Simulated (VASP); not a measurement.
Input of a VASP 6.6.1 run:

INCAR

```
ALGO     = Normal         # electronic algorithm
EDIFF    = 1E-7           # SCF threshold, eV
ENCUT    = 520            # plane-wave cutoff, eV
GGA      = CA             # functional
ISIF     = 2              # what is computed and relaxed
ISMEAR   = -1             # smearing method
LASPH    = T              # aspherical terms in the spheres
LCHARG   = F              # write CHGCAR
LREAL    = F              # projectors in reciprocal space
LWAVE    = F              # write WAVECAR
NBANDS   = 20             # bands
NELM     = 80             # most SCF steps
PREC     = Accurate       # precision mode
SIGMA    = 0.1            # smearing width, eV
```

The input KPOINTS:

```
k-points
0
Gamma
  5 5 7
```

The input POSCAR:

```
Cs
1.0
    7.8811083195      0.0000000000      0.0000000000
   -3.9405541598      6.8252400147      0.0000000000
    0.0000000000      0.0000000000      4.7159172652
Cs
3
Direct
    0.0000000000      1.0000000000      0.0000000000
    0.3333333333      0.6666666667      0.5000000000
    0.6666666667      0.3333333333      0.5000000000
```

Potentials or basis: VASP PAW LDA potentials, release 64 (Cs_sv).

Launch:

```sh
$ cat potpaw_LDA.64/Cs_sv/POTCAR > POTCAR
$ mpirun -np 1 vasp_std > vasp.out
```

Problem. Estimate the pressure.

Solution. 0.4 GPa.

Problem. Estimate the band gap on the k mesh.

Solution. Zero (an odd number of electrons rules out a gap without spin polarisation).

Caveat: spin-orbit coupling is left out, which moves the levels of the heavy elements.
